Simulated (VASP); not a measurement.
# Ru (Fm-3m) in VASP: single point with PBEsol

Aim: the single point of Ru with PBEsol.

Program: VASP 6.6.1. These are calculated values, not measurements. Logs are shortened: lines on timing, memory, paths and dates and some standing lists are left out, and cuts for length are marked.

## 1. The cell of the first run

Symmetry: Fm-3m, No. 225, cubic system. The conventional cell has a = 3.769 Å, b = 3.769 Å, c = 3.769 Å, α = 90.00°, β = 90.00°, γ = 90.00°. Ru (site symmetry m-3m) has 12 Ru at 2.66 Å within 3.5 Å.

This isn't the form of Ru at room conditions, which is hcp.

## 2. Single point, PBEsol

Contents of INCAR:

```
PREC     = Accurate       # precision mode
ENCUT    = 520            # plane-wave cutoff, eV
EDIFF    = 1E-6           # SCF threshold, eV
ISMEAR   = 0              # smearing method
SIGMA    = 0.15           # smearing width, eV
LREAL    = False          # projectors in reciprocal space
LASPH    = True           # aspherical terms in the spheres
NELM     = 60             # most SCF steps
ALGO     = Fast           # electronic algorithm
ISIF     = 2              # what is computed and relaxed
LWAVE    = False          # write WAVECAR
LCHARG   = False          # write CHGCAR
GGA      = PS             # functional
NBANDS   = 51             # bands
```

Contents of KPOINTS:

```
regular mesh
0
Gamma
  19 19 4
```

Contents of POSCAR:

```
Ru
1.0
    1.8844236800     -1.8844236800      0.0000000000
    1.8844236800      0.0000000000     -1.8844236800
    7.5376947202      7.5376947202      7.5376947202
Ru
6
Direct
    0.6666666667      0.6666666667      0.1666666667
    0.0000000000      0.0000000000      0.0000000000
    0.3333333333      0.3333333333      0.3333333333
    0.6666666667      0.6666666667      0.6666666667
    0.0000000000      0.0000000000      0.5000000000
    0.3333333333      0.3333333333      0.8333333333
```

Potentials or basis: VASP PAW PBE potentials, release 64 (Ru_pv).

Run with:

```sh
$ cat potpaw_PBE.64/Ru_pv/POTCAR > POTCAR
$ mpirun -np 1 vasp_std > vasp.out
```

OUTCAR:

```text
PREC = Accurate
   ENCUT = 520
   EDIFF = 1E-6
   ISMEAR = 0
   LREAL = False
   LASPH = True
   NELM = 60
   ISIF = 2
   GGA = PS

 ion  position               nearest neighbor table
   1  0.667  0.667  0.167-   3 2.66   3 2.66   3 2.66   2 2.66   2 2.66   2 2.66
   2  0.000  0.000  0.000-   1 2.66   6 2.66   1 2.66   1 2.66   6 2.66   6 2.66
   3  0.333  0.333  0.333-   1 2.66   1 2.66   1 2.66   5 2.66   5 2.66   5 2.66
   4  0.667  0.667  0.667-   6 2.66   6 2.66   6 2.66   5 2.66   5 2.66   5 2.66
   5  0.000  0.000  0.500-   3 2.66   4 2.66   4 2.66   4 2.66   3 2.66   3 2.66
   6  0.333  0.333  0.833-   4 2.66   4 2.66   4 2.66   2 2.66   2 2.66   2 2.66

  LATTYP: Found a hexagonal cell.
 ALAT       =     2.6649775255
 C/A-ratio  =     4.8989794857

  Lattice vectors:

 A1 = (  -1.8844236800,   0.0000000000,   1.8844236800)
 A2 = (   1.8844236800,  -1.8844236800,   0.0000000000)
 A3 = (   7.5376947202,   7.5376947202,   7.5376947202)

Analysis of symmetry for initial positions (statically):
=====================================================================
 Subroutine PRICEL returns following result:

  LATTYP: Found a face centered cubic cell.
 ALAT       =     3.7688473606

  Lattice vectors:

 A1 = (  -1.8844236804,  -1.8844236802,  -0.0000000002)
 A2 = (  -0.0000000011,  -1.8844236806,   1.8844236794)
 A3 = (  -1.8844236800,   0.0000000000,   1.8844236800)

   6 primitive cells build up your supercell.

 Routine SETGRP: Setting up the symmetry group for a
 hexagonal supercell.

 Subroutine GETGRP returns: Found 12 space group operations
 (whereof 12 operations were pure point group operations)
 out of a pool of 24 trial point group operations.

The static configuration has the point symmetry D_3d.

Analysis of symmetry for dynamics (positions and initial velocities):
=====================================================================
 Subroutine PRICEL returns following result:

  LATTYP: Found a face centered cubic cell.
 ALAT       =     3.7688473606

  Lattice vectors:

 A1 = (  -1.8844236804,  -1.8844236802,  -0.0000000002)
 A2 = (  -0.0000000011,  -1.8844236806,   1.8844236794)
 A3 = (  -1.8844236800,   0.0000000000,   1.8844236800)

   6 primitive cells build up your supercell.

 Routine SETGRP: Setting up the symmetry group for a
 hexagonal supercell.

 Subroutine GETGRP returns: Found 12 space group operations
 (whereof 12 operations were pure point group operations)
 out of a pool of 24 trial point group operations.

The dynamic configuration has the point symmetry D_3d.

 Subroutine INISYM returns: Found 12 space group operations
 (whereof 12 operations are pure point group operations),
 and found     6 'primitive' translations

----------------------------------------------------------------------------------------

                                     Primitive cell

  volume of cell :      13.3834

  direct lattice vectors                    reciprocal lattice vectors
    -1.884423680 -1.884423680 -0.000000000    -0.265333112 -0.265333112 -0.265333112
    -0.000000001 -1.884423681  1.884423679     0.265333112 -0.265333112  0.265333112
    -1.884423680  0.000000000  1.884423680    -0.265333112  0.265333112  0.265333112

  length of vectors
     2.664977526  2.664977526  2.664977526     0.459570432  0.459570432  0.459570432

  position of ions in fractional coordinates (direct lattice)
     0.999999999  0.000000000  0.000000000

  ion indices of the primitive-cell ions
   primitive index   ion index
                 1           1

----------------------------------------------------------------------------------------

 KPOINTS: regular mesh

Automatic generation of k-mesh.
 Grid dimensions read from file:
 generate k-points for:   19   19    4

 Generating k-lattice:

  Cartesian coordinates                     Fractional coordinates (reciprocal lattice)
     0.009309934 -0.018619868  0.009309934     0.052631579  0.000000000  0.000000000
     0.009309934  0.009309934 -0.018619868     0.000000000  0.052631579  0.000000000
     0.011055546  0.011055546  0.011055546     0.000000000  0.000000000  0.250000000

  Length of vectors
     0.022804587  0.022804587  0.019148768

  Shift w.r.t. Gamma in fractional coordinates (k-lattice)
     0.000000000  0.000000000  0.000000000

 Subroutine IBZKPT returns following result:
 ===========================================

 Found    150 irreducible k-points:

 Following reciprocal coordinates:
            Coordinates               Weight
  0.000000  0.000000  0.000000      1.000000
  0.052632  0.000000  0.000000      6.000000
  0.105263  0.000000  0.000000      6.000000
  0.157895  0.000000  0.000000      6.000000
  0.210526  0.000000  0.000000      6.000000
  0.263158  0.000000  0.000000      6.000000
[... 16 lines left out ...]
  0.368421  0.105263  0.000000     12.000000
  0.421053  0.105263 -0.000000     12.000000
 [... further k-points ...]
   k-points           NKPTS =    150   k-points in BZ     NKDIM =    150   number of bands    NBANDS=     51
   number of dos      NEDOS =    301   number of ions     NIONS =      6
   total plane-waves  NPLWV =  39200
   dimension x,y,z NGX =    20 NGY =   20 NGZ =   98
   dimension x,y,z NGXF=    40 NGYF=   40 NGZF=  196
   ions per type =               6
   NGX,Y,Z   is equivalent  to a cutoff of  12.48, 12.48, 12.48 a.u.
   NGXF,Y,Z  is equivalent  to a cutoff of  24.95, 24.95, 24.96 a.u.
 SYSTEM =  unknown system
   PREC   = accura    normal or accurate (medium, high low for compatibility)
   ISTART =      0    job   : 0-new  1-cont  2-samecut
   ICHARG =      2    charge: 1-file 2-atom 10-const
   ISPIN  =      1    spin polarized calculation?
   LNONCOLLINEAR =      F non collinear calculations
   LSORBIT =      F    spin-orbit coupling
   LASPH  =      T    aspherical Exc in radial PAW
   ENCUT  =  520.0 eV  38.22 Ry    6.18 a.u.   4.96  4.96 24.27*2*pi/ulx,y,z
   NELM   =     60;   NELMIN=  2; NELMDL= -5     # of ELM steps
   EDIFF  = 0.1E-05   stopping-criterion for ELM
   LREAL  =      F    real-space projection
   EDIFFG = 0.1E-04   stopping-criterion for IOM
   NSW    =      0    number of steps for IOM
   IBRION =     -1    ionic relax: 0-MD 1-quasi-New 2-CG
   NFREE  =      0    steps in history (QN), initial steepest desc. (CG)
   ISIF   =      2    stress and relaxation
   ISYM   =      2    0-nonsym 1-usesym 2-fastsym
   POTIM  = 0.5000    time-step for ionic-motion
   TEBEG  =    0.0;   TEEND  =   0.0 temperature during run
   PSTRESS=    0.0 pullay stress
   NELECT =      84.0000    total number of electrons
   NUPDOWN=      -1.0000    fix difference up-down
   EMIN   =  10.00;   EMAX   =-10.00  energy-range for DOS
   EFERMI =   0.00;   METHOD = LEGACY
   ISMEAR =     0;   SIGMA  =   0.15  broadening in eV -4-tet -1-fermi 0-gaus
   EFERMI_NEDOS =   21; number of points for ismear=-14 and -15
   IALGO  =     68    algorithm
   IMIX   =      4    mixing-type and parameters
     AMIX     =   0.40;   BMIX     =  1.00
     AMIX_MAG =   1.60;   BMIX_MAG =  1.00
  volume/ion in A,a.u.               =      13.38        90.32
  Fermi-wavevector in a.u.,A,eV,Ry     =   1.661865  3.140469 37.576486  2.761794
  Thomas-Fermi vector in A             =   2.748854
   LORBIT       =      0    0 simple, 1 ext, 2 COOP (PROOUT), +10 PAW based schemes
   GGA     = PS    functional components
   LHFCALC =     F    Hartree Fock is set to
   AEXX    =    0.0000 exact exchange contribution
   IVDW    =     0    specifies the selected vdW correction
   LEPSILON=     F    determine dielectric tensor
   LRPA    =     F    only Hartree local field effects (RPA)
 non-spin polarized calculation
 RMM-DIIS sequential band-by-band and
 Gauss-broadening in eV      SIGMA  =   0.15
  energy-cutoff  :      520.00
  volume of cell :       80.30
 maximum number of plane-waves:      2206
   NGX =  9   NGY =  9   NGZ = 49

 number of electron      84.0000011 magnetization

 Free energy of the ion-electron system (eV)
  ---------------------------------------------------
  ext. energy  EPLUGINS =         0.00000000
  ---------------------------------------------------
  free energy    TOTEN  =       -60.35683291 eV

  energy without entropy =      -60.29262407  energy(sigma->0) =      -60.32472849

 E-fermi :  12.8839     XC(G=0): -14.3689

 val. band max:       12.8807046089   @ k =   0.2105   0.0526   0.5000
 cond. band min:      12.8853475036   @ k =   0.4211   0.4211   0.2500
 fundamental gap:      0.0046428947
 Fermi energy:        12.8839050827

 k-point     1 :       0.0000    0.0000    0.0000
  band No.  band energies     occupation
      1     -30.6223      2.00000
      2     -30.3514      2.00000
      3     -30.3514      2.00000
      4     -29.7885      2.00000
      5     -29.7885      2.00000
      6     -29.6502      2.00000
[... 43 lines left out ...]
     50      13.6517      0.00000
     51      13.8621      0.00000

 k-point     2 :       0.0526    0.0000    0.0000
  band No.  band energies     occupation
      1     -30.6124      2.00000
      2     -30.3478      2.00000
      3     -30.3472      2.00000
      4     -29.7989      2.00000
      5     -29.7971      2.00000
      6     -29.6721      2.00000
[... 43 lines left out ...]
     50      13.6698      0.00000
     51      14.0766      0.00000

 k-point     3 :       0.1053    0.0000    0.0000
  band No.  band energies     occupation
      1     -30.5833      2.00000
      2     -30.3393      2.00000
      3     -30.3346      2.00000
      4     -29.8406      2.00000
      5     -29.8248      2.00000
      6     -29.7349      2.00000
[... 43 lines left out ...]
     50      14.1063      0.00000
     51      14.1996      0.00000
[... 1027 lines left out ...]
 k-point    23 :       0.3684    0.1053    0.0000
  band No.  band energies     occupation
      1     -30.3964      2.00000
      2     -30.3707      2.00000
      3     -30.3494      2.00000
      4     -30.3336      2.00000
      5     -30.2320      2.00000
      6     -30.1900      2.00000
[... 43 lines left out ...]
     50      14.5429      0.00000
     51      14.6521      0.00000

 k-point    24 :       0.4211    0.1053   -0.0000
  band No.  band energies     occupation
      1     -30.4639      2.00000
      2     -30.4485      2.00000
      3     -30.4289      2.00000
      4     -30.3429      2.00000
      5     -30.3170      2.00000
      6     -30.3125      2.00000
[... 43 lines left out ...]
     50      15.4980      0.00000
     51      15.5285      0.00000

 [... further k-points ...]

------------------------ aborting loop because EDIFF is reached ----------------------------------------

  FORCE on cell =-STRESS in cart. coord.  units (eV):
  Direction    XX          YY          ZZ          XY          YZ          ZX
  --------------------------------------------------------------------------------------
  -------------------------------------------------------------------------------------
  Total       -0.0672813     -0.0672813     -0.0672813      0.0038789      0.0038789      0.0038789
  in kB       -1.3424196     -1.3424196     -1.3424196      0.0773929      0.0773929      0.0773929
  external PRESSURE =      -1.3424196 kB  Pullay stress =       0.0000000 kB

 VOLUME and BASIS-vectors are now :
 -----------------------------------------------------------------------------
  energy-cutoff  :      520.00
  volume of cell :       80.30
      direct lattice vectors                 reciprocal lattice vectors
     1.884423680 -1.884423680  0.000000000     0.176888742 -0.353777483  0.176888742
     1.884423680  0.000000000 -1.884423680     0.176888742  0.176888742 -0.353777483
     7.537694720  7.537694720  7.537694720     0.044222185  0.044222185  0.044222185

 POSITION                                       TOTAL-FORCE (eV/Angst)
 -----------------------------------------------------------------------------------
      3.76885      0.00000      0.00000         0.000000     -0.000000     -0.000000
      0.00000      0.00000      0.00000         0.000000      0.000000      0.000000
      3.76885      1.88442      1.88442        -0.000000      0.000000      0.000000
      7.53769      3.76885      3.76885         0.000000     -0.000000     -0.000000
      3.76885      3.76885      3.76885         0.000000      0.000000      0.000000
      7.53769      5.65327      5.65327        -0.000000      0.000000      0.000000
 -----------------------------------------------------------------------------------
    total drift:                                0.000000      0.000000      0.000000

  FREE ENERGIE OF THE ION-ELECTRON SYSTEM (eV)
  ---------------------------------------------------
  free  energy   TOTEN  =       -60.3568329082 eV

  energy  without entropy=      -60.2926240736  energy(sigma->0) =      -60.32472849
```

It took 10 min on 1 thread of Intel Xeon Platinum 8488C (Sapphire Rapids), shared host; peak memory 0.49 GiB.

Results:

| Quantity | Value |
| --- | --- |
| Free energy | -60.3568 eV |
| Pressure | -0.1 GPa |
| Band gap on the k mesh | zero (bands 42 and 43 overlap by 2.96 eV) |

Caveat: the PAW data sets were made with another functional, which shifts forces and pressure a little.
